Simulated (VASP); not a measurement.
Input of a VASP 6.6.1 run:

File POSCAR:

```
Co3Ir
1.0
    3.6756558825      0.0000000000      0.0000000000
    0.0000000000      3.6756558825      0.0000000000
    0.0000000000      0.0000000000      3.6756558825
Co Ir
3 1
Direct
    0.0000000000      0.5000000000      0.5000000000
    0.5000000000      0.0000000000      0.5000000000
    0.5000000000      0.5000000000      0.0000000000
    0.0000000000      0.0000000000      0.0000000000
```

The input INCAR.step1:

```
PREC = Accurate
ENCUT = 520
ISMEAR = -1
SIGMA = 0.1
LREAL = F
LASPH = T
NELM = 150
ISPIN = 2
MAGMOM = 2.5 2.5 2.5 0
LMAXMIX = 4
NBANDS = 30
GGA = PE
ALGO = Normal
EDIFF = 1E-4
LWAVE = T
LCHARG = F
```

The input INCAR.step2:

```
PREC = Accurate
ENCUT = 520
EDIFF = 1E-6
ISMEAR = -1
SIGMA = 0.1
LREAL = F
LASPH = T
NELM = 150
ALGO = Normal
ISIF = 2
LWAVE = F
LCHARG = T
ISPIN = 2
MAGMOM = 2.5 2.5 2.5 0
LORBIT = 11
LMAXMIX = 4
METAGGA = R2SCAN
LMIXTAU = T
LELF = T
LVHAR = T
NBANDS = 30
ISTART = 1
```

Contents of KPOINTS:

```
Automatic mesh
0
Gamma
  7 7 7
```

Potentials or basis: VASP PAW PBE potentials, release 64 (Co, Ir).

Launch:

```console
$ cat potpaw_PBE.64/Co/POTCAR potpaw_PBE.64/Ir/POTCAR > POTCAR
$ cp INCAR.step1 INCAR
$ mpirun -np 1 vasp_std > vasp.out
$ cp INCAR.step2 INCAR
$ mpirun -np 1 vasp_std > vasp.out
```

Problem. Predict the site moments.

Solution. Co +2.09; Ir +0.82 μB.

Problem. Estimate the pressure.

Solution. -6.4 GPa.

Problem. Predict the net moment.

Solution. 6.88 μB per cell.

Caveat: the PAW data sets were made with another functional, which shifts forces and pressure a little.
